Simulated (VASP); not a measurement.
# Rh (Fm-3m) in VASP: single point with PBE

Aim: the single point of Rh with PBE.

Program: VASP 6.6.1. These are calculated values, not measurements. Logs are shortened: lines on timing, memory, paths and dates and some standing lists are left out, and cuts for length are marked.

### 1 The cell of the first run

It takes space group Fm-3m (No. 225, cubic). The conventional cell has a = 3.796 Å, b = 3.796 Å, c = 3.796 Å, α = 90.00°, β = 90.00°, γ = 90.00°. Rh (site symmetry m-3m) has 12 Rh at 2.68 Å within 3.5 Å.

### 2 Single point, PBE

INCAR reads:

```
SYSTEM = Rh
  PREC = Accurate
  ENCUT = 500
  EDIFF = 1E-6
  ISMEAR = -1
  SIGMA = 0.1
  LREAL = .FALSE.
  LASPH = .TRUE.
  NELM = 120
  ALGO = Normal
  ISIF = 2
  LWAVE = .FALSE.
  LCHARG = .FALSE.
  GGA = PE
  NBANDS = 14
  GGA_COMPAT = .FALSE.
```

KPOINTS reads:

```
regular mesh
0
G
  15 15 15
  0 0 0
```

POSCAR reads:

```
Rh
1.0
    0.0000000000      1.8978500000      1.8978500000
    1.8978500000      0.0000000000      1.8978500000
    1.8978500000      1.8978500000      0.0000000000
Rh
1
Direct
    0.0000000000      0.0000000000      0.0000000000
```

Potentials or basis: VASP PAW PBE potentials, release 64 (Rh_pv).

Started as:

```sh
$ cat potpaw_PBE.64/Rh_pv/POTCAR > POTCAR
$ mpirun -np 1 vasp_std > vasp.out
```

OUTCAR:

```text
SYSTEM = Rh
   PREC = Accurate
   ENCUT = 500
   EDIFF = 1E-6
   ISMEAR = -1
   LREAL = .FALSE.
   LASPH = .TRUE.
   NELM = 120
   ISIF = 2
   GGA = PE

 ion  position               nearest neighbor table
   1  0.000  0.000  0.000-

  LATTYP: Found a face centered cubic cell.
 ALAT       =     3.7957000000

  Lattice vectors:

 A1 = (   0.0000000000,   1.8978500000,   1.8978500000)
 A2 = (   1.8978500000,   0.0000000000,   1.8978500000)
 A3 = (   1.8978500000,   1.8978500000,   0.0000000000)

Analysis of symmetry for initial positions (statically):
=====================================================================
 Subroutine PRICEL returns:
 Original cell was already a primitive cell.

 Routine SETGRP: Setting up the symmetry group for a
 face centered cubic supercell.

 Subroutine GETGRP returns: Found 48 space group operations
 (whereof 48 operations were pure point group operations)
 out of a pool of 48 trial point group operations.

The static configuration has the point symmetry O_h .

Analysis of symmetry for dynamics (positions and initial velocities):
=====================================================================
 Subroutine PRICEL returns:
 Original cell was already a primitive cell.

 Routine SETGRP: Setting up the symmetry group for a
 face centered cubic supercell.

 Subroutine GETGRP returns: Found 48 space group operations
 (whereof 48 operations were pure point group operations)
 out of a pool of 48 trial point group operations.

The dynamic configuration has the point symmetry O_h .

 Subroutine INISYM returns: Found 48 space group operations
 (whereof 48 operations are pure point group operations),
 and found     1 'primitive' translations

----------------------------------------------------------------------------------------

                                     Primitive cell

  volume of cell :      13.6715

  direct lattice vectors                    reciprocal lattice vectors
     0.000000000  1.897850000  1.897850000    -0.263456016  0.263456016  0.263456016
     1.897850000  0.000000000  1.897850000     0.263456016 -0.263456016  0.263456016
     1.897850000  1.897850000  0.000000000     0.263456016  0.263456016 -0.263456016

  length of vectors
     2.683965209  2.683965209  2.683965209     0.456319205  0.456319205  0.456319205

  position of ions in fractional coordinates (direct lattice)
[... 82 lines left out ...]
   NFREE  =      0    steps in history (QN), initial steepest desc. (CG)
   ISIF   =      2    stress and relaxation
   ISYM   =      2    0-nonsym 1-usesym 2-fastsym
   POTIM  = 0.5000    time-step for ionic-motion
   TEBEG  =    0.0;   TEEND  =   0.0 temperature during run
   PSTRESS=    0.0 pullay stress
   NELECT =      15.0000    total number of electrons
   NUPDOWN=      -1.0000    fix difference up-down
   EMIN   =  10.00;   EMAX   =-10.00  energy-range for DOS
   EFERMI =   0.00;   METHOD = LEGACY
   ISMEAR =    -1;   SIGMA  =   0.10  broadening in eV -4-tet -1-fermi 0-gaus
   EFERMI_NEDOS =   21; number of points for ismear=-14 and -15
   IALGO  =     38    algorithm
   IMIX   =      4    mixing-type and parameters
     AMIX     =   0.40;   BMIX     =  1.00
     AMIX_MAG =   1.60;   BMIX_MAG =  1.00
  volume/ion in A,a.u.               =      13.67        92.26
  Fermi-wavevector in a.u.,A,eV,Ry     =   1.688496  3.190795 38.790465  2.851019
  Thomas-Fermi vector in A             =   2.770792
   LORBIT       =      0    0 simple, 1 ext, 2 COOP (PROOUT), +10 PAW based schemes
   GGA     = PE    functional components
   LHFCALC =     F    Hartree Fock is set to
   AEXX    =    0.0000 exact exchange contribution
   IVDW    =     0    specifies the selected vdW correction
   LEPSILON=     F    determine dielectric tensor
   LRPA    =     F    only Hartree local field effects (RPA)
 non-spin polarized calculation
  energy-cutoff  :      500.00
  volume of cell :       13.67
 maximum number of plane-waves:       359
   NGX =  9   NGY =  9   NGZ =  9

 number of electron      15.0000007 magnetization

 Free energy of the ion-electron system (eV)
  ---------------------------------------------------
  ext. energy  EPLUGINS =         0.00000000
  ---------------------------------------------------
  free energy    TOTEN  =        -7.27154144 eV

  energy without entropy =       -7.22806656  energy(sigma->0) =       -7.24980400

 E-fermi :  11.9978     XC(G=0): -14.0689

 val. band max:       11.9913553444   @ k =  -0.3333   0.2667   0.0667
 cond. band min:      12.0070233704   @ k =  -0.2667   0.0667   0.0000
 fundamental gap:      0.0156680260
 Fermi energy:        11.9978130150

 k-point     1 :       0.0000    0.0000    0.0000
  band No.  band energies     occupation
      1     -34.3863      2.00000
      2     -34.3863      2.00000
      3     -34.3863      2.00000
      4       4.0071      2.00000
      5       8.9008      2.00000
      6       8.9008      2.00000
      7       8.9008      2.00000
      8      11.0041      1.99990
      9      11.0041      1.99990
     10      28.0007      0.00000
     11      32.5119      0.00000
     12      33.4926      0.00000
     13      33.4926      0.00000
     14      33.4926      0.00000
[... 377 lines left out ...]
      1     -34.5987      2.00000
      2     -34.4554      2.00000
      3     -34.4492      2.00000
      4       5.4584      2.00000
      5       8.0583      2.00000
      6       9.5472      2.00000
      7       9.6245      2.00000
      8      10.3184      2.00000
      9      11.3649      1.99644
     10      29.9705      0.00000
     11      30.4484      0.00000
     12      32.5123      0.00000
     13      33.2192      0.00000
     14      33.7224      0.00000

 [... further k-points ...]

------------------------ aborting loop because EDIFF is reached ----------------------------------------

  FORCE on cell =-STRESS in cart. coord.  units (eV):
  Direction    XX          YY          ZZ          XY          YZ          ZX
  --------------------------------------------------------------------------------------
  -------------------------------------------------------------------------------------
  Total        0.6845673      0.6845673      0.6845673     -0.0000000      0.0000000     -0.0000000
  in kB       80.2252499     80.2252499     80.2252499     -0.0000000      0.0000000     -0.0000000
  external PRESSURE =      80.2252499 kB  Pullay stress =       0.0000000 kB

 VOLUME and BASIS-vectors are now :
 -----------------------------------------------------------------------------
  energy-cutoff  :      500.00
  volume of cell :       13.67
      direct lattice vectors                 reciprocal lattice vectors
     0.000000000  1.897850000  1.897850000    -0.263456016  0.263456016  0.263456016
     1.897850000  0.000000000  1.897850000     0.263456016 -0.263456016  0.263456016
     1.897850000  1.897850000  0.000000000     0.263456016  0.263456016 -0.263456016

 POSITION                                       TOTAL-FORCE (eV/Angst)
 -----------------------------------------------------------------------------------
      0.00000      0.00000      0.00000         0.000000      0.000000      0.000000
 -----------------------------------------------------------------------------------
    total drift:                                0.000000     -0.000000      0.000000

  FREE ENERGIE OF THE ION-ELECTRON SYSTEM (eV)
  ---------------------------------------------------
  free  energy   TOTEN  =        -7.2715414371 eV

  energy  without entropy=       -7.2280665595  energy(sigma->0) =       -7.24980400
```

OSZICAR:

```text
N       E                     dE             d eps       ncg     rms          rms(c)
DAV:   1     0.115130011745E+03    0.11513E+03   -0.85674E+03  3388   0.111E+03
DAV:   2    -0.627700766576E+01   -0.12141E+03   -0.11585E+03  3678   0.333E+02
DAV:   3    -0.776454877511E+01   -0.14875E+01   -0.14853E+01  4068   0.406E+01
DAV:   4    -0.777014576682E+01   -0.55970E-02   -0.55968E-02  3774   0.254E+00
DAV:   5    -0.777019493930E+01   -0.49172E-04   -0.49170E-04  3960   0.211E-01    0.103E+01
DAV:   6    -0.729212095499E+01    0.47807E+00   -0.78044E-01  3540   0.124E+01    0.365E+00
DAV:   7    -0.727509711214E+01    0.17024E-01   -0.18565E-02  3882   0.166E+00    0.170E+00
DAV:   8    -0.727168031092E+01    0.34168E-02   -0.33483E-03  3564   0.777E-01    0.210E-01
DAV:   9    -0.727154084963E+01    0.13946E-03   -0.89085E-05  3612   0.130E-01    0.110E-02
DAV:  10    -0.727154143711E+01   -0.58748E-06   -0.30839E-06  3840   0.219E-02
   1 F= -.72715414E+01 E0= -.72498040E+01  d E =-.434749E-01
```

Run time: 12 s. Hardware: 1 thread of Intel Xeon 6975P-C, shared host; peak memory 0.14 GiB.

Results:

- Free energy: -7.2715 eV
- Pressure: 8.0 GPa
